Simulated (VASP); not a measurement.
# CdTe (Pm-3m) in VASP: settings compared, part 2 of 2

VASP 6.6.1.

**3. Single point, r2SCAN+rVV10**

This run uses another cell than the first one, of 26.05 Å³/atom, 1.088 times its volume.

Input file POSCAR:

```
CdTe
1.0
    3.7348687466      0.0000000000      0.0000000000
    0.0000000000      3.7348687466      0.0000000000
    0.0000000000      0.0000000000      3.7348687466
Cd Te
1 1
Direct
    0.0000000000      0.0000000000      0.0000000000
    0.5000000000      0.5000000000      0.5000000000
```

Input file INCAR.step1:

```
PREC     = Accurate       # precision mode
ENCUT    = 550            # plane-wave cutoff, eV
ISMEAR   = -1             # smearing method
SIGMA    = 0.03           # smearing width, eV
LREAL    = False          # projectors in reciprocal space
LASPH    = True           # aspherical terms in the spheres
NELM     = 120            # most SCF steps
NBANDS   = 16             # bands
GGA      = PE             # functional
ALGO     = Normal         # electronic algorithm
EDIFF    = 1E-5           # SCF threshold, eV
LWAVE    = True           # write WAVECAR
LCHARG   = False          # write CHGCAR
GGA_COMPAT= False
```

Input file INCAR.step2:

```
PREC     = Accurate       # precision mode
ENCUT    = 550            # plane-wave cutoff, eV
EDIFF    = 1E-6           # SCF threshold, eV
ISMEAR   = -1             # smearing method
SIGMA    = 0.03           # smearing width, eV
LREAL    = False          # projectors in reciprocal space
LASPH    = True           # aspherical terms in the spheres
NELM     = 120            # most SCF steps
ALGO     = Normal         # electronic algorithm
ISIF     = 2              # what is computed and relaxed
LWAVE    = False          # write WAVECAR
LCHARG   = True           # write CHGCAR
METAGGA  = R2SCAN         # meta-GGA
LMIXTAU  = True         
LUSE_VDW = True         
IVDW_NL  = 2            
BPARAM   = 11.95        
CPARAM   = 0.0093       
LELF     = True           # ELF
LVHAR    = True         
NBANDS   = 16             # bands
ISTART   = 1            
GGA_COMPAT= False
```

Input file KPOINTS:

```
regular mesh
0
Gamma
  8 8 8
```

Potentials or basis: VASP PAW PBE potentials, release 64 (Cd, Te).

On the command line:

```bash
> cat potpaw_PBE.64/Cd/POTCAR potpaw_PBE.64/Te/POTCAR > POTCAR
> cp INCAR.step1 INCAR
> mpirun -np 1 vasp_std > vasp.out
> cp INCAR.step2 INCAR
> mpirun -np 1 vasp_std > vasp.out
```

OUTCAR:

```text
PREC = Accurate
   ENCUT = 550
   EDIFF = 1E-6
   ISMEAR = -1
   LREAL = False
   LASPH = True
   NELM = 120
   ISIF = 2
   METAGGA = R2SCAN
   IVDW_NL = 2
   BPARAM = 11.95
   ISTART = 1

 ion  position               nearest neighbor table
   1  0.000  0.000  0.000-   2 3.23   2 3.23   2 3.23   2 3.23   2 3.23   2 3.23   2 3.23   2 3.23

   2  0.500  0.500  0.500-   1 3.23   1 3.23   1 3.23   1 3.23   1 3.23   1 3.23   1 3.23   1 3.23

  LATTYP: Found a simple cubic cell.
 ALAT       =     3.7348687466
[... 197 lines left out ...]
      6      -3.7390      2.00000
[... 433 lines left out ...]
      3      -3.8777      2.00000
      4      -3.8548      2.00000
      5      -3.6481      2.00000
      6      -3.3938      2.00000
[... 8 lines left out ...]
     15      16.2284      0.00000
     16      16.7726      0.00000

 [... further k-points ...]
[... 5 lines left out ...]
  --------------------------------------------------------------------------------------
  -------------------------------------------------------------------------------------
  Total        0.1709576      0.1709576      0.1709576      0.0000000      0.0000000      0.0000000
  in kB        5.2574238      5.2574238      5.2574238      0.0000000      0.0000000      0.0000000
  external PRESSURE =       5.2574238 kB  Pullay stress =       0.0000000 kB

 VOLUME and BASIS-vectors are now :
 -----------------------------------------------------------------------------
  energy-cutoff  :      550.00
  volume of cell :       52.10
      direct lattice vectors                 reciprocal lattice vectors
     3.734868747  0.000000000  0.000000000     0.267747026  0.000000000  0.000000000
     0.000000000  3.734868747  0.000000000     0.000000000  0.267747026  0.000000000
     0.000000000  0.000000000  3.734868747     0.000000000  0.000000000  0.267747026

 POSITION                                       TOTAL-FORCE (eV/Angst)
 -----------------------------------------------------------------------------------
      0.00000      0.00000      0.00000         0.000000      0.000000      0.000000
      1.86743      1.86743      1.86743         0.000000      0.000000      0.000000
 -----------------------------------------------------------------------------------
    total drift:                               -0.000000     -0.000000     -0.000000

  FREE ENERGIE OF THE ION-ELECTRON SYSTEM (eV)
  ---------------------------------------------------
  free  energy   TOTEN  =       -44.8793070269 eV

  energy  without entropy=      -44.8764325914  energy(sigma->0) =      -44.87786981
```

OUTCAR.step1:

```text
PREC = Accurate
   ENCUT = 550
   ISMEAR = -1
   LREAL = False
   LASPH = True
[... 678 lines left out ...]
      0.00000      0.00000      0.00000         0.000000      0.000000      0.000000
      1.86743      1.86743      1.86743         0.000000      0.000000      0.000000
 -----------------------------------------------------------------------------------
    total drift:                               -0.000000     -0.000000     -0.000000

  FREE ENERGIE OF THE ION-ELECTRON SYSTEM (eV)
  ---------------------------------------------------
  free  energy   TOTEN  =        -3.7414593366 eV

  energy  without entropy=       -3.7367545191  energy(sigma->0) =       -3.73910693
```

OSZICAR.step1:

```text
N       E                     dE             d eps       ncg     rms          rms(c)
DAV:   1     0.107660553156E+03    0.10766E+03   -0.89642E+03  1128   0.106E+03
DAV:   2    -0.404367287656E+00   -0.10806E+03   -0.10185E+03  1376   0.249E+02
DAV:   3    -0.390151330625E+01   -0.34971E+01   -0.34914E+01  1344   0.457E+01
DAV:   4    -0.392234228836E+01   -0.20829E-01   -0.20828E-01  1472   0.339E+00
DAV:   5    -0.392267413548E+01   -0.33185E-03   -0.33185E-03  1408   0.384E-01    0.651E+00
DAV:   6    -0.374922759791E+01    0.17345E+00   -0.27063E-01  1264   0.630E+00    0.474E+00
DAV:   7    -0.374219318073E+01    0.70344E-02   -0.44054E-02  1304   0.160E+00    0.174E+00
DAV:   8    -0.374151540589E+01    0.67777E-03   -0.53941E-03  1248   0.902E-01    0.247E-01
DAV:   9    -0.374146716140E+01    0.48244E-04   -0.92953E-04  1456   0.338E-01    0.593E-02
DAV:  10    -0.374145933663E+01    0.78248E-05   -0.60321E-05  1256   0.873E-02
   1 F= -.37414593E+01 E0= -.37391069E+01  d E =-.470482E-02
```

Wall time 82 s (1 thread of AMD EPYC 9R45 (Zen 5), shared host); peak memory 0.27 GiB.

Results:

```yaml
Free_energy: -44.8793 eV
Pressure: 0.5 GPa
Band_gap_on_the_k_mesh: zero (band 9 reaches 5.57 eV, above the bottom of band 10 at 3.85 eV)
```

Caveat: the PAW data sets were made with another functional, which shifts forces and pressure a little; spin-orbit coupling is left out, which moves the levels of the heavy elements.

**4. Relaxation of cell and atoms, r2SCAN+rVV10**

This run uses another cell than the first one, of 25.26 Å³/atom, 1.055 times its volume.

Input file POSCAR:

```
CdTe
1.0
    3.6967526232      0.0000000000      0.0000000000
    0.0000000000      3.6967526232      0.0000000000
    0.0000000000      0.0000000000      3.6967526232
Cd Te
1 1
Direct
    0.0000000000      0.0000000000      0.0000000000
    0.5000000000      0.5000000000      0.5000000000
```

Input file INCAR.step1:

```
PREC = Accurate ; ENCUT = 550
ISMEAR = -1 ; SIGMA = 0.03
LREAL = F ; LASPH = T
NELM = 120 ; GGA = PE
ALGO = Normal ; EDIFF = 1E-5
LWAVE = T ; LCHARG = F
GGA_COMPAT = F ; IBRION = 2
ISIF = 3 ; EDIFFG = -0.005
NELMIN = 4 ; NSW = 100
```

Input file INCAR.step2:

```
PREC = Accurate ; ENCUT = 550
EDIFF = 1E-7 ; ISMEAR = -1
SIGMA = 0.03 ; LREAL = F
LASPH = T ; NELM = 120
ALGO = Normal ; ISIF = 3
LWAVE = F ; LCHARG = F
METAGGA = R2SCAN ; LMIXTAU = T
LUSE_VDW = T ; IVDW_NL = 2
BPARAM = 11.95 ; CPARAM = 0.0093
IBRION = 2 ; NSW = 100
EDIFFG = -0.01 ; ISTART = 1
GGA_COMPAT = F ; NELMIN = 4
```

Input file KPOINTS:

```
Automatic mesh
0
Gamma
  6 6 6
```

Potentials or basis: VASP PAW PBE potentials, release 64 (Cd, Te).

On the command line:

```bash
> cat potpaw_PBE.64/Cd/POTCAR potpaw_PBE.64/Te/POTCAR > POTCAR
> cp INCAR.step1 INCAR
> mpirun -np 1 vasp_std > vasp.out
> cp INCAR.step2 INCAR
> mpirun -np 1 vasp_std > vasp.out
```

OUTCAR:

```text
PREC = Accurate
   ENCUT = 550
   EDIFF = 1E-7
   ISMEAR = -1
   LREAL = F
   LASPH = T
   NELM = 120
   ISIF = 3
   METAGGA = R2SCAN
   IVDW_NL = 2
   BPARAM = 11.95
   IBRION = 2
   NSW = 100
   EDIFFG = -0.01
   ISTART = 1
   NELMIN = 4

 ion  position               nearest neighbor table
   1  0.000  0.000  0.000-   2 3.20   2 3.20   2 3.20   2 3.20   2 3.20   2 3.20   2 3.20   2 3.20

   2  0.500  0.500  0.500-   1 3.20   1 3.20   1 3.20   1 3.20   1 3.20   1 3.20   1 3.20   1 3.20

  LATTYP: Found a simple cubic cell.
 ALAT       =     3.6967526232

  Lattice vectors:

 A1 = (   3.6967526232,   0.0000000000,   0.0000000000)
 A2 = (   0.0000000000,   3.6967526232,   0.0000000000)
 A3 = (   0.0000000000,   0.0000000000,   3.6967526232)

Analysis of symmetry for initial positions (statically):
=====================================================================
 Subroutine PRICEL returns:
 Original cell was already a primitive cell.

 Routine SETGRP: Setting up the symmetry group for a
 simple cubic supercell.

 Subroutine GETGRP returns: Found 48 space group operations
 (whereof 48 operations were pure point group operations)
 out of a pool of 48 trial point group operations.

The static configuration has the point symmetry O_h .

Analysis of symmetry for dynamics (positions and initial velocities):
=====================================================================
 Subroutine PRICEL returns:
 Original cell was already a primitive cell.

[... 148 lines left out ...]
  ext. energy  EPLUGINS =         0.00000000
  ---------------------------------------------------
  free energy    TOTEN  =       -44.88361499 eV

  energy without entropy =      -44.87689201  energy(sigma->0) =      -44.88025350

 E-fermi :   5.4246     XC(G=0): -10.9699

 val. band max:        5.4052177486   @ k =   0.5000   0.3333   0.3333
 cond. band min:       5.4388655401   @ k =   0.3333   0.1667   0.0000
 fundamental gap:      0.0336477914
 Fermi energy:         5.4246395227

 k-point     1 :       0.0000    0.0000    0.0000
  band No.  band energies     occupation
      1      -7.7330      2.00000
      2      -3.7131      2.00000
      3      -3.7131      2.00000
      4      -3.4064      2.00000
      5      -3.4064      2.00000
      6      -3.4064      2.00000
      7       4.2095      2.00000
      8       4.2095      2.00000
      9       4.2095      2.00000
     10       4.8544      2.00000
     11      10.5949      0.00000
     12      10.5949      0.00000
     13      15.9900      0.00000
[... 373 lines left out ...]
--------------------------------------- Ionic step        3  -------------------------------------------

 number of electron      17.9999997 magnetization

 Free energy of the ion-electron system (eV)
  ---------------------------------------------------
  ext. energy  EPLUGINS =         0.00000000
  ---------------------------------------------------
  free energy    TOTEN  =       -44.89671052 eV

  energy without entropy =      -44.88974368  energy(sigma->0) =      -44.89322710

 E-fermi :   4.9981     XC(G=0): -10.7716

 val. band max:        4.9884863259   @ k =   0.5000   0.3333   0.3333
 cond. band min:       5.0074400138   @ k =   0.3333   0.1667   0.0000
 fundamental gap:      0.0189536878
 Fermi energy:         4.9980868503

 k-point     1 :       0.0000    0.0000    0.0000
  band No.  band energies     occupation
      1      -7.8767      2.00000
      2      -4.0391      2.00000
      3      -4.0391      2.00000
      4      -3.7631      2.00000
      5      -3.7631      2.00000
      6      -3.7631      2.00000
      7       3.8599      2.00000
      8       3.8599      2.00000
      9       3.8599      2.00000
     10       4.2975      2.00000
     11      10.2232      0.00000
     12      10.2232      0.00000
     13      15.2645      0.00000
[... 331 lines left out ...]
  FREE ENERGIE OF THE ION-ELECTRON SYSTEM (eV)
  ---------------------------------------------------
  free  energy   TOTEN  =       -44.8967105189 eV

  energy  without entropy=      -44.8897436813  energy(sigma->0) =      -44.89322710

 reached required accuracy - stopping structural energy minimisation
```

OUTCAR.step1:

```text
PREC = Accurate
   ENCUT = 550
   ISMEAR = -1
   LREAL = F
   LASPH = T
   NELM = 120
   GGA = PE
   EDIFF = 1E-5
   IBRION = 2
   ISIF = 3
   EDIFFG = -0.005
   NELMIN = 4
   NSW = 100
[... 712 lines left out ...]
      1      -7.4506      2.00000
      2      -3.7440      2.00000
      3      -3.7440      2.00000
      4      -3.4845      2.00000
      5      -3.4845      2.00000
      6      -3.4845      2.00000
      7       3.6015      2.00000
      8       3.7763      2.00000
      9       3.7763      2.00000
     10       3.7763      2.00000
     11       9.6609      0.00000
     12       9.6609      0.00000
     13      14.1584      0.00000
[... 331 lines left out ...]
  FREE ENERGIE OF THE ION-ELECTRON SYSTEM (eV)
  ---------------------------------------------------
  free  energy   TOTEN  =        -3.7788203705 eV

  energy  without entropy=       -3.7747222840  energy(sigma->0) =       -3.77677133

 reached required accuracy - stopping structural energy minimisation
```

Wall time 3.8 min (1 thread of AMD EPYC 9R45 (Zen 5), shared host); peak memory 0.25 GiB.

What came out:

| Quantity | Value |
| --- | --- |
| Free energy | -44.8967 eV |
| Relaxed volume | 26.23 Å³/atom |
| Relaxed cell | a = 3.743 Å, b = 3.743 Å, c = 3.743 Å, α = 90.00°, β = 90.00°, γ = 90.00° |
| Space group after relaxing (to 0.05 Å) | Pm-3m (No. 221) |
| Energy gained by relaxing | 6.5 meV/atom |
| Ionic steps | 3 |
| Pressure after relaxing | 0.0 GPa |
| Band gap on the k mesh | zero (band 9 reaches 5.38 eV, above the bottom of band 10 at 4.24 eV) |

Step by step:
```csv
step,energy change (eV),largest force (eV/Å),pressure (GPa),volume (Å³)
1,0.0000,0.0000,2.25,50.52
2,-0.0115,0.0000,-0.70,53.16
3,-0.0131,0.0000,0.00,52.45
```

Final structure:
```
CELL_PARAMETERS angstrom
3.74335 0.00000 0.00000
0.00000 3.74335 0.00000
0.00000 0.00000 3.74335
ATOMIC_POSITIONS crystal
Cd 0.00000 0.00000 0.00000
Te 0.50000 0.50000 0.50000
```

Caveat: the PAW data sets were made with another functional, which shifts forces and pressure a little; spin-orbit coupling is left out, which moves the levels of the heavy elements.

**5. The runs side by side**

```tsv
task	level	cell	k mesh	cutoff (eV)	gap on the mesh (eV)	pressure (GPa)	relaxed volume (Å³/atom)
relaxation of cell and atoms	PBEsol	relaxed from a = 3.631 Å, 2 atoms	6 × 6 × 6	500	none	0.0	25.34
single point	r2SCAN+rVV10	a = 3.735 Å, 2 atoms	8 × 8 × 8	550	none	0.5	-
relaxation of cell and atoms	r2SCAN+rVV10	relaxed from a = 3.697 Å, 2 atoms	6 × 6 × 6	550	none	0.0	26.23
```

Alike in all rows: potentials or basis VASP PAW PBE potentials, release 64 (Cd, Te); no spin polarisation; smearing fermi-dirac 0.03 eV.

Caveats: the PAW data sets were made with another functional, which shifts forces and pressure a little; spin-orbit coupling is left out, which moves the levels of the heavy elements.

Absolute energies hang on the potentials; compare differences alone.
